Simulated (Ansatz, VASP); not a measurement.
**P: VASP beside Ansatz**

```
P
1.0
     3.28373    0.00000    0.00000
     0.00000   34.85703    0.00000
     0.00000    0.00000    4.86369
P
4
Direct
  0.00000 0.97026 0.59215
  0.00000 0.02974 0.40785
  0.50000 0.02974 0.09215
  0.50000 0.97026 0.90785
```

Change from the starting cell: strain +0.000 along x and y, +0.050 along z, atoms carried along.

Alike in both runs: task single point; functional PBEsol; k mesh 8 × 1 × 6; occupations gaussian, width 0.05 eV; no spin polarisation.

|  | VASP | Ansatz |
| --- | --- | --- |
| version | VASP 6.6.1 | Ansatz 0.2.0 |
| potentials or method | VASP PAW PBE potentials, release 64 (P), cutoff 520 eV | scalar-relativistic, plane waves, PAW |
| valence electrons in the cell | 20 | 20 |

|  | VASP | Ansatz | Ansatz less VASP |
| --- | --- | --- | --- |
| gap on the k mesh at the Fermi level (eV) | 1.15 | 1.12 | -0.028 |
| least direct gap on the mesh (eV) | 1.19 | 1.17 | -0.018 |
| rms of the force components (eV/Å) | 0.270 | 0.263 | -0.0070 |

VASP's potentials were made for PBE, not for PBEsol. Atom by atom the forces differ by 0.011 eV/Å (rms over components).
